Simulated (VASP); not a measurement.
# Rb: single point with PBE+D3(BJ)

The system is Rb.

```
Rb
1.0
     0.00000    3.93108    3.34869
     3.93108    0.00000    3.34869
     3.93108    3.93108    0.00000
Rb
1
Cartesian
  0.0000 0.0000 0.0000
```

This cell differs from its parent crystal: strain +0.080 along x and y, -0.080 along z.

```json
{"Program": "VASP 6.6.1", "Task": "single point", "Functional": "PBE", "Dispersion": "D3(BJ)", "Potentials or basis": "VASP PAW PBE potentials, release 64 (Rb_sv)", "Cutoff": "520 eV", "k mesh": "12 × 12 × 12", "Occupations": "gaussian, width 0.15 eV", "Spin": "no spin polarisation", "Dipole correction": "no", "Further INCAR settings": "ALGO = Fast; EDIFF = 1e-07; NBANDS = 10"}
```

```json
{"Pressure": "-0.4 GPa", "Band gap on the k mesh": "zero (an odd number of electrons rules out a gap without spin polarisation)", "Dispersion energy per atom": "-0.089 eV"}
```

Levels at points of the mesh, in eV from the Fermi level:
| k point | band 2 | band 3 | band 4 | band 5 | band 6 | band 7 | band 8 | band 9 |
| --- | --- | --- | --- | --- | --- | --- | --- | --- |
| (0.00, 0.00, 0.00) | -13.03 | -13.03 | -13.03 | -1.80 | 3.40 | 3.40 | 3.85 | 4.16 |
| (0.50, 0.00, 0.00) | -13.09 | -13.04 | -13.03 | 0.17 | 0.62 | 2.91 | 3.67 | 5.00 |
| (0.50, 0.50, 0.00) | -13.08 | -13.06 | -13.06 | 1.02 | 1.59 | 1.94 | 3.53 | 3.53 |
| (0.50, 0.00, 0.50) | -13.08 | -13.05 | -13.04 | 0.49 | 0.98 | 2.07 | 4.24 | 4.34 |

Run time: 94 s on 1 thread of Intel(R) Xeon(R) Platinum 8488C (Sapphire Rapids), on a shared host, peak memory 0.35 GiB.

Caveat: the cell differs from its parent crystal (strain +0.080 along x and y, -0.080 along z).
